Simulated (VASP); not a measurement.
Here is a VASP 6.6.1 calculation.

Contents of INCAR:

```
SYSTEM = Li4F
PREC = Accurate
ENCUT = 520
EDIFF = 1E-6
ISMEAR = 0
SIGMA = 0.1
LREAL = .FALSE.
LASPH = .TRUE.
NELM = 150
ALGO = Normal
ISIF = 2
LWAVE = .FALSE.
LCHARG = .TRUE.
ISPIN = 2
MAGMOM = 0 0 0 0 1
LORBIT = 11
GGA = PE
LELF = .TRUE.
LVHAR = .TRUE.
NBANDS = 22
```

Contents of KPOINTS:

```
Automatic mesh
0
G
  6 6 6
  0 0 0
```

File POSCAR:

```
Li4F
1.0
   -2.6385023027      2.6385023027      2.6385023027
    2.6385023027     -2.6385023027      2.6385023027
    2.6385023027      2.6385023027     -2.6385023027
Li F
4 1
Direct
    0.0000000000      0.0000000000      0.5000000000
    0.0000000000      0.5000000000      0.0000000000
    0.5000000000      0.0000000000      0.0000000000
    0.5000000000      0.5000000000      0.5000000000
    0.0000000000      0.0000000000      0.0000000000
```

Potentials or basis: VASP PAW PBE potentials, release 64 (Li_sv, F).

The run is started by

```sh
$ cat potpaw_PBE.64/Li_sv/POTCAR potpaw_PBE.64/F/POTCAR > POTCAR
$ mpirun -np 1 vasp_std > vasp.out
```

Q: Predict the net moment.

A: 0.00 μB per cell.
